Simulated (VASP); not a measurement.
Here is a VASP 6.6.1 calculation.

File INCAR:

```
SYSTEM = SiC
PREC = Accurate
ENCUT = 520
EDIFF = 1E-6
ISMEAR = 0
SIGMA = 0.1
LREAL = .False.
LASPH = .True.
NELM = 60
ALGO = Normal
ISIF = 2
LWAVE = .False.
LCHARG = .False.
GGA = PS
NBANDS = 11
ISYM = 0
```

The input KPOINTS:

```
Automatic mesh
0
Gamma
  12 12 15
  0 0 0
```

Contents of POSCAR:

```
SiC
1.0
    2.9105323064      0.0000000000      0.0000000000
    0.0000000000      2.9105323064      0.0000000000
   -1.4552661532     -1.4552661532      2.3319652843
Si C
1 1
Direct
    0.0000000000      0.0000000000      0.0000000000
    0.2500000000      0.7500000000      0.5000000000
```

Potentials or basis: VASP PAW PBE potentials, release 64 (Si, C).

Command:

```sh
$ cat potpaw_PBE.64/Si/POTCAR potpaw_PBE.64/C/POTCAR > POTCAR
$ mpirun -np 1 vasp_std > vasp.out
```

Task: Estimate the pressure.

Result: 10.3 GPa.

Task: Estimate the band gap on the k mesh.

Result: 0.46 eV (least direct gap 4.39 eV).

Stress tensor (GPa, compression positive):
```
 24.03   0.00   0.00
  0.00  24.03   0.00
  0.00   0.00 -17.24
```

Caveat: the cell stands under pressure; the PAW data sets were made with another functional, which shifts forces and pressure a little; an odd mesh through Γ misses points on the zone boundary, where band edges can lie.
